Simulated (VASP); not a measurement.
# Cs7Pb8Cl23 (a cell with a defect) in VASP: relaxation of the atoms with PBEsol

Aim: the relaxation of the atoms of Cs7Pb8Cl23 (a cell with a defect) with PBEsol.

Everything below comes from runs of VASP 6.6.1. Logs are shortened: lines on timing, memory, paths and dates and some standing lists are left out, and cuts for length are marked.

## 1. The cell of the first run

The cell holds a defect, 38 atoms: a = 11.234 Å, b = 11.234 Å, c = 11.234 Å, α = 90.00°, β = 90.00°, γ = 90.00°.

## 2. Relaxation of the atoms, PBEsol

Input file INCAR:

```
SYSTEM = Cs7Pb8Cl23
ALGO = Normal ; EDIFF = 1E-7
EDIFFG = -0.03 ; ENCUT = 450
GGA = PS ; GGA_COMPAT = .FALSE.
IBRION = 2 ; ISIF = 2
ISMEAR = -1 ; ISYM = -1
KPAR = 1 ; LASPH = .TRUE.
LCHARG = .FALSE. ; LREAL = Auto
LWAVE = .FALSE. ; NELM = 120
NELMIN = 4 ; NSW = 100
PREC = Accurate ; SIGMA = 0.05
```

Input file KPOINTS:

```
explicit points
1
Reciprocal
  0.25000000   0.25000000   0.25000000 1
```

Input file POSCAR:

```
Cs7Pb8Cl23
1.0
   11.2343380000      0.0000000000      0.0000000000
    0.0000000000     11.2343380000      0.0000000000
    0.0000000000      0.0000000000     11.2343380000
Cs Pb Cl
7 8 23
Direct
    0.9993250000      0.9999690000      0.9975600000
    0.9982670000      0.9996070000      0.4996130000
    0.9994240000      0.5010400000      0.9989990000
    0.0008820000      0.5007570000      0.5012430000
    0.5013070000      0.0010600000      0.0013870000
    0.5032210000      0.9985200000      0.5011410000
    0.4972470000      0.5019500000      0.9983180000
    0.2507150000      0.2494420000      0.2489590000
    0.2471520000      0.2504810000      0.7518570000
    0.2503530000      0.7481000000      0.2501500000
    0.2496880000      0.7508250000      0.7510560000
    0.7499570000      0.2495650000      0.2531550000
    0.7506480000      0.2472530000      0.7508820000
    0.7490180000      0.7494700000      0.2509050000
    0.7497680000      0.7520840000      0.7480510000
    0.2485710000      0.2497830000      0.9998620000
    0.2490390000      0.7502400000      0.0018740000
    0.2472260000      0.7481210000      0.5015080000
    0.7460440000      0.2511880000      0.9979500000
    0.7493460000      0.2505600000      0.4996860000
    0.7510780000      0.7505440000      0.9957030000
    0.7495980000      0.7503600000      0.5002650000
    0.9997570000      0.2475610000      0.2546080000
    0.0030400000      0.2525430000      0.7512260000
    0.9966070000      0.7489030000      0.2500080000
    0.9989650000      0.7497520000      0.7516660000
    0.5045330000      0.2451610000      0.2508650000
    0.5011000000      0.2495380000      0.7524210000
    0.4985060000      0.7504650000      0.2498930000
    0.4992660000      0.7524560000      0.7504230000
    0.2514560000      0.9954210000      0.2470650000
    0.2488950000      0.0006240000      0.7510280000
    0.2480100000      0.4997740000      0.2472930000
    0.2506080000      0.5005470000      0.7479600000
    0.7494920000      0.0007550000      0.2501690000
    0.7484660000      0.0014290000      0.7502290000
    0.7480840000      0.4997890000      0.2500850000
    0.7528300000      0.4991690000      0.7525590000
```

Potentials or basis: VASP PAW PBE potentials, release 64 (Cs_sv, Pb_d, Cl).

Run with:

```console
> cat potpaw_PBE.64/Cs_sv/POTCAR potpaw_PBE.64/Pb_d/POTCAR potpaw_PBE.64/Cl/POTCAR > POTCAR
> mpirun -np 4 vasp_std > vasp.out
```

OUTCAR:

```text
SYSTEM = Cs7Pb8Cl23
   EDIFF = 1E-7
   EDIFFG = -0.03
   ENCUT = 450
   GGA = PS
   IBRION = 2
   ISIF = 2
   ISMEAR = -1
   ISYM = -1
   LASPH = .TRUE.
   LREAL = Auto
   NELM = 120
   NELMIN = 4
   NSW = 100
   PREC = Accurate

 ion  position               nearest neighbor table
   1  0.999  1.000  0.998-
   2  0.998  1.000  0.500-
   3  0.999  0.501  0.999-
   4  0.001  0.501  0.501-
   5  0.501  0.001  0.001-
   6  0.503  0.999  0.501-
   7  0.497  0.502  0.998-
   8  0.251  0.249  0.249-  16 2.80  33 2.81  23 2.82  27 2.85  31 2.85
   9  0.247  0.250  0.752-  24 2.74  16 2.79  32 2.81  34 2.81  28 2.85
  10  0.250  0.748  0.250-  31 2.78  29 2.79  17 2.79  33 2.79  18 2.82  25 2.85
  11  0.250  0.751  0.751-  18 2.80  30 2.80  32 2.81  34 2.81  26 2.82  17 2.82
  12  0.750  0.250  0.253-  27 2.76  20 2.77  35 2.80  23 2.81  37 2.81  19 2.87
  13  0.751  0.247  0.751-  36 2.76  19 2.78  28 2.80  20 2.82  38 2.83  24 2.84
  14  0.749  0.749  0.251-  25 2.78  22 2.80  37 2.81  29 2.81  35 2.82  21 2.87
  15  0.750  0.752  0.748-  21 2.78  22 2.78  26 2.80  36 2.80  30 2.81  38 2.84
  16  0.249  0.250  1.000-   9 2.79   8 2.80
  17  0.249  0.750  0.002-  10 2.79  11 2.82
  18  0.247  0.748  0.502-  11 2.80  10 2.82
  19  0.746  0.251  0.998-  13 2.78  12 2.87
  20  0.749  0.251  0.500-  12 2.77  13 2.82
  21  0.751  0.751  0.996-  15 2.78  14 2.87
[... 15 lines left out ...]
  37  0.748  0.500  0.250-  14 2.81  12 2.81
  38  0.753  0.499  0.753-  13 2.83  15 2.84

IMPORTANT INFORMATION: All symmetrisations will be switched off!
NOSYMM: (Re-)initialisation of all symmetry stuff for point group C_1.

----------------------------------------------------------------------------------------

                                     Primitive cell

  volume of cell :    1417.8897

  direct lattice vectors                    reciprocal lattice vectors
    11.234338000  0.000000000  0.000000000     0.089012811  0.000000000  0.000000000
     0.000000000 11.234338000  0.000000000     0.000000000  0.089012811  0.000000000
     0.000000000  0.000000000 11.234338000     0.000000000  0.000000000  0.089012811

  length of vectors
    11.234338000 11.234338000 11.234338000     0.089012811  0.089012811  0.089012811

  position of ions in fractional coordinates (direct lattice)
     0.999325000  0.999969000  0.997560000
     0.998267000  0.999607000  0.499613000
     0.999424000  0.501040000  0.998999000
     0.000882000  0.500757000  0.501243000
     0.501307000  0.001060000  0.001387000
     0.503221000  0.998520000  0.501141000
[... 30 lines left out ...]
     0.748084000  0.499789000  0.250085000
     0.752830000  0.499169000  0.752559000

  ion indices of the primitive-cell ions
   primitive index   ion index
                 1           1
                 2           2
                 3           3
                 4           4
                 5           5
                 6           6
[... 30 lines left out ...]
                37          37
                38          38

----------------------------------------------------------------------------------------

 KPOINTS: explicit points

Read explicit list of k-points.

 Found      1 k-points:

 Following reciprocal coordinates:
            Coordinates               Weight
  0.250000  0.250000  0.250000      1.000000
   k-points           NKPTS =      1   k-points in BZ     NKDIM =      1   number of bands    NBANDS=    204
   number of dos      NEDOS =    301   number of ions     NIONS =     38
   total plane-waves  NPLWV = 512000
   dimension x,y,z NGX =    80 NGY =   80 NGZ =   80
   dimension x,y,z NGXF=   160 NGYF=  160 NGZF=  160
   ions per type =               7   8  23
   NGX,Y,Z   is equivalent  to a cutoff of  11.84, 11.84, 11.84 a.u.
   NGXF,Y,Z  is equivalent  to a cutoff of  23.68, 23.68, 23.68 a.u.
 SYSTEM =  Cs7Pb8Cl23
   PREC   = accura    normal or accurate (medium, high low for compatibility)
   ISTART =      0    job   : 0-new  1-cont  2-samecut
   ICHARG =      2    charge: 1-file 2-atom 10-const
   ISPIN  =      1    spin polarized calculation?
   LNONCOLLINEAR =      F non collinear calculations
   LSORBIT =      F    spin-orbit coupling
   LASPH  =      T    aspherical Exc in radial PAW
   ENCUT  =  450.0 eV  33.07 Ry    5.75 a.u.  19.43 19.43 19.43*2*pi/ulx,y,z
   NELM   =    120;   NELMIN=  4; NELMDL= -5     # of ELM steps
   EDIFF  = 0.1E-06   stopping-criterion for ELM
   LREAL  =      T    real-space projection
   EDIFFG = -.3E-01   stopping-criterion for IOM
   NSW    =    100    number of steps for IOM
   IBRION =      2    ionic relax: 0-MD 1-quasi-New 2-CG
   NFREE  =      1    steps in history (QN), initial steepest desc. (CG)
   ISIF   =      2    stress and relaxation
   ISYM   =     -1    0-nonsym 1-usesym 2-fastsym
   POTIM  = 0.5000    time-step for ionic-motion
   TEBEG  =    0.0;   TEEND  =   0.0 temperature during run
   PSTRESS=    0.0 pullay stress
   NELECT =     336.0000    total number of electrons
   NUPDOWN=      -1.0000    fix difference up-down
   EMIN   =  10.00;   EMAX   =-10.00  energy-range for DOS
   EFERMI =   0.00;   METHOD = LEGACY
   ISMEAR =    -1;   SIGMA  =   0.05  broadening in eV -4-tet -1-fermi 0-gaus
   EFERMI_NEDOS =   21; number of points for ismear=-14 and -15
   IALGO  =     38    algorithm
   IMIX   =      4    mixing-type and parameters
     AMIX     =   0.40;   BMIX     =  1.00
     AMIX_MAG =   1.60;   BMIX_MAG =  1.00
  volume/ion in A,a.u.               =      37.31       251.80
  Fermi-wavevector in a.u.,A,eV,Ry     =   1.013072  1.914429 13.963870  1.026315
  Thomas-Fermi vector in A             =   2.146219
   LORBIT       =      0    0 simple, 1 ext, 2 COOP (PROOUT), +10 PAW based schemes
   GGA     = PS    functional components
   LHFCALC =     F    Hartree Fock is set to
   AEXX    =    0.0000 exact exchange contribution
   IVDW    =     0    specifies the selected vdW correction
   LEPSILON=     F    determine dielectric tensor
   LRPA    =     F    only Hartree local field effects (RPA)
 conjugate gradient relaxation of ions
 non-spin polarized calculation
  energy-cutoff  :      450.00
  volume of cell :     1417.89
 maximum number of plane-waves:     30736
 NGX is ok and might be reduce to    80
   NGX = 39   NGY = 39   NGZ = 39

--------------------------------------- Ionic step        1  -------------------------------------------

 number of electron     335.9999992 magnetization

 Free energy of the ion-electron system (eV)
  ---------------------------------------------------
  ext. energy  EPLUGINS =         0.00000000
  ---------------------------------------------------
  free energy    TOTEN  =      -138.79270193 eV

  energy without entropy =     -138.79270187  energy(sigma->0) =     -138.79270190

------------------------ aborting loop because EDIFF is reached ----------------------------------------

  FORCE on cell =-STRESS in cart. coord.  units (eV):
  Direction    XX          YY          ZZ          XY          YZ          ZX
  --------------------------------------------------------------------------------------
  -------------------------------------------------------------------------------------
  Total       -1.7483652     -1.8407732     -4.6296510     -0.5908830     -0.1596622     -0.2140400
  in kB       -1.9756057     -2.0800243     -5.2313814     -0.6676819     -0.1804140     -0.2418595
  external PRESSURE =      -3.0956705 kB  Pullay stress =       0.0000000 kB
[... 197 lines left out ...]
  FREE ENERGIE OF THE ION-ELECTRON SYSTEM (eV)
  ---------------------------------------------------
  free  energy   TOTEN  =      -139.0910958980 eV

  energy  without entropy=     -139.0910958970  energy(sigma->0) =     -139.09109590

[... ionic steps 4 to 41 ...]

--------------------------------------- Ionic step       42  -------------------------------------------

 number of electron     335.9999994 magnetization

------------------------ aborting loop because EDIFF is reached ----------------------------------------

  FORCE on cell =-STRESS in cart. coord.  units (eV):
  Direction    XX          YY          ZZ          XY          YZ          ZX
  --------------------------------------------------------------------------------------
  -------------------------------------------------------------------------------------
  Total       -4.6191259     -4.5833966     -4.5631906     -1.0338076     -0.1220360     -0.1823383
  in kB       -5.2194882     -5.1791150     -5.1562829     -1.1681749     -0.1378975     -0.2060373
  external PRESSURE =      -5.1849621 kB  Pullay stress =       0.0000000 kB
[... 129 lines left out ...]
  energy  without entropy=     -139.8157237163  energy(sigma->0) =     -139.81572372

--------------------------------------- Ionic step       44  -------------------------------------------

 number of electron     335.9999973 magnetization

 Free energy of the ion-electron system (eV)
  ---------------------------------------------------
  ext. energy  EPLUGINS =         0.00000000
  ---------------------------------------------------
  free energy    TOTEN  =      -139.81921594 eV

  energy without entropy =     -139.81921594  energy(sigma->0) =     -139.81921594

 E-fermi :   1.4205     XC(G=0):  -7.6347

 val. band max:        0.1621488194   @ k =   0.2500   0.2500   0.2500
 cond. band min:       2.9531251822   @ k =   0.2500   0.2500   0.2500
 fundamental gap:      2.7909763628
 Fermi energy:         1.4204564443

 k-point     1 :       0.2500    0.2500    0.2500
  band No.  band energies     occupation
      1     -19.9168      2.00000
      2     -19.9082      2.00000
      3     -19.8421      2.00000
      4     -19.7143      2.00000
      5     -19.7103      2.00000
      6     -19.6952      2.00000
[... 172 lines left out ...]
    179       4.3024      0.00000
    180       4.3153      0.00000
 [bands above 180 left out]

------------------------ aborting loop because EDIFF is reached ----------------------------------------

  FORCE on cell =-STRESS in cart. coord.  units (eV):
  Direction    XX          YY          ZZ          XY          YZ          ZX
  --------------------------------------------------------------------------------------
  -------------------------------------------------------------------------------------
  Total       -4.7319166     -4.6419777     -4.6650635     -0.9143092     -0.1444122     -0.1602410
  in kB       -5.3469387     -5.2453101     -5.2713965     -1.0331448     -0.1631820     -0.1810680
  external PRESSURE =      -5.2878818 kB  Pullay stress =       0.0000000 kB
[... 53 lines left out ...]
  FREE ENERGIE OF THE ION-ELECTRON SYSTEM (eV)
  ---------------------------------------------------
  free  energy   TOTEN  =      -139.8192159382 eV

  energy  without entropy=     -139.8192159382  energy(sigma->0) =     -139.81921594

 reached required accuracy - stopping structural energy minimisation
```

It took 49 min on 4 MPI ranks of Intel Xeon Platinum 8488C (Sapphire Rapids), shared host; peak memory 0.42 GiB.

What came out:

- Free energy: -139.8192 eV
- Energy gained by relaxing: 27.0 meV/atom
- Ionic steps: 44
- Pressure after relaxing: -0.5 GPa
- Largest force after relaxing: 0.030 eV/Å
- Band gap on the k mesh: 2.79 eV

Forces on the atoms (eV/Å):
```
Cs  -0.002 -0.001 -0.005
Cs   0.014  0.012  0.001
Cs   0.021  0.012  0.000
Cs   0.009 -0.005 -0.014
Cs   0.000  0.019 -0.002
Cs   0.009  0.008 -0.003
Cs  -0.003  0.003 -0.008
Pb   0.002  0.002  0.003
Pb   0.004 -0.002  0.005
Pb  -0.025  0.011 -0.012
Pb   0.000  0.011  0.023
Pb   0.006  0.003 -0.029
Pb   0.006  0.000  0.009
Pb   0.010 -0.004 -0.010
Pb  -0.001 -0.012  0.000
Cl   0.002 -0.002 -0.015
Cl  -0.003  0.006 -0.003
Cl  -0.023  0.003 -0.006
Cl   0.008  0.005  0.011
Cl  -0.004 -0.024  0.007
Cl   0.005 -0.002  0.018
Cl   0.005  0.011 -0.015
Cl   0.009  0.007 -0.003
Cl   0.006  0.001  0.003
Cl  -0.011 -0.010 -0.007
Cl   0.004 -0.012  0.019
Cl  -0.013 -0.006 -0.007
Cl  -0.004 -0.003  0.014
Cl   0.012 -0.004  0.014
Cl  -0.012 -0.001 -0.005
Cl  -0.008  0.010 -0.015
Cl  -0.011  0.000  0.016
Cl   0.004 -0.010 -0.018
Cl   0.001 -0.001  0.021
Cl  -0.009 -0.019 -0.010
Cl  -0.011 -0.004  0.014
Cl   0.002  0.005  0.016
Cl   0.000 -0.007 -0.007
```

Step by step:
| step | energy change (eV) | largest force (eV/Å) | pressure (GPa) |
| --- | --- | --- | --- |
| 1 | 0.0000 | 0.6039 | -0.31 |
| 3 | -0.2984 | 0.2368 | -0.21 |
| 5 | -0.4478 | 0.2158 | -0.17 |
| 7 | -0.5569 | 0.6007 | -0.08 |
| 9 | -0.6206 | 0.2059 | -0.11 |
| 11 | -0.6469 | 0.1178 | -0.17 |
| 13 | -0.6666 | 0.1161 | -0.18 |
| 15 | -0.6884 | 0.1036 | -0.15 |
| 17 | -0.7077 | 0.0605 | -0.17 |
| 19 | -0.7279 | 0.1180 | -0.20 |
| 21 | -0.7657 | 0.1183 | -0.21 |
| 23 | -0.8092 | 0.1151 | -0.22 |
| 25 | -0.8668 | 0.1382 | -0.32 |
| 27 | -0.9130 | 0.2547 | -0.43 |
| 29 | -0.9318 | 0.1258 | -0.48 |
| 31 | -0.9562 | 0.1416 | -0.46 |
| 33 | -0.9832 | 0.0977 | -0.49 |
| 35 | -0.9940 | 0.0713 | -0.49 |
| 37 | -1.0008 | 0.0712 | -0.49 |
| 39 | -1.0114 | 0.0553 | -0.51 |
| 41 | -1.0163 | 0.0497 | -0.51 |
| 43 | -1.0230 | 0.0446 | -0.52 |
| 44 | -1.0265 | 0.0299 | -0.53 |

Final structure:
```yaml
crystal:
  lattice:
    - [11.23434, 0.00000, 0.00000]
    - [0.00000, 11.23434, 0.00000]
    - [0.00000, 0.00000, 11.23434]
  atoms:
    - { symbol: Cs, position: [0.97570, 0.97312, 0.99984] }
    - { symbol: Cs, position: [0.99177, 0.99354, 0.50007] }
    - { symbol: Cs, position: [0.98714, 0.51191, 0.99965] }
    - { symbol: Cs, position: [0.96273, 0.51245, 0.50453] }
    - { symbol: Cs, position: [0.51715, 0.98632, 0.00002] }
    - { symbol: Cs, position: [0.51277, 0.96668, 0.49973] }
    - { symbol: Cs, position: [0.51195, 0.50666, 0.00300] }
    - { symbol: Pb, position: [0.25233, 0.25216, 0.23240] }
    - { symbol: Pb, position: [0.25169, 0.25239, 0.77037] }
    - { symbol: Pb, position: [0.24938, 0.75358, 0.24989] }
    - { symbol: Pb, position: [0.24854, 0.75424, 0.74893] }
    - { symbol: Pb, position: [0.75424, 0.24889, 0.25121] }
    - { symbol: Pb, position: [0.75325, 0.24887, 0.75128] }
    - { symbol: Pb, position: [0.74848, 0.74834, 0.24996] }
    - { symbol: Pb, position: [0.74728, 0.74865, 0.74936] }
    - { symbol: Cl, position: [0.19631, 0.20056, 0.00191] }
    - { symbol: Cl, position: [0.25025, 0.80787, 0.99974] }
    - { symbol: Cl, position: [0.21810, 0.71855, 0.50001] }
    - { symbol: Cl, position: [0.80598, 0.24375, 0.00000] }
    - { symbol: Cl, position: [0.72075, 0.22619, 0.50038] }
    - { symbol: Cl, position: [0.74139, 0.74940, 0.99945] }
    - { symbol: Cl, position: [0.76728, 0.76399, 0.49981] }
    - { symbol: Cl, position: [0.00741, 0.25815, 0.30293] }
    - { symbol: Cl, position: [0.00666, 0.25828, 0.70140] }
    - { symbol: Cl, position: [0.99918, 0.75588, 0.23329] }
    - { symbol: Cl, position: [0.99829, 0.75580, 0.76296] }
    - { symbol: Cl, position: [0.50112, 0.24395, 0.19179] }
    - { symbol: Cl, position: [0.50012, 0.24452, 0.81002] }
    - { symbol: Cl, position: [0.49914, 0.77305, 0.24044] }
    - { symbol: Cl, position: [0.49871, 0.77452, 0.75591] }
    - { symbol: Cl, position: [0.25507, 0.00704, 0.30358] }
    - { symbol: Cl, position: [0.25458, 0.00829, 0.69660] }
    - { symbol: Cl, position: [0.24758, 0.50053, 0.19101] }
    - { symbol: Cl, position: [0.24729, 0.50102, 0.80741] }
    - { symbol: Cl, position: [0.76275, 0.99898, 0.24220] }
    - { symbol: Cl, position: [0.76193, 0.99881, 0.75782] }
    - { symbol: Cl, position: [0.76651, 0.49883, 0.23356] }
    - { symbol: Cl, position: [0.76668, 0.49900, 0.76518] }
```

Levels at points of the mesh, in eV from the valence-band top:
```csv
k point,band 166,band 167,band 168,band 169,band 170,band 171
"(0.25, 0.25, 0.25)",-0.42,-0.39,0.00,2.79,3.43,3.46
```

Caveat: the PAW data sets were made with another functional, which shifts forces and pressure a little; spin-orbit coupling is left out, which moves the levels of the heavy elements.
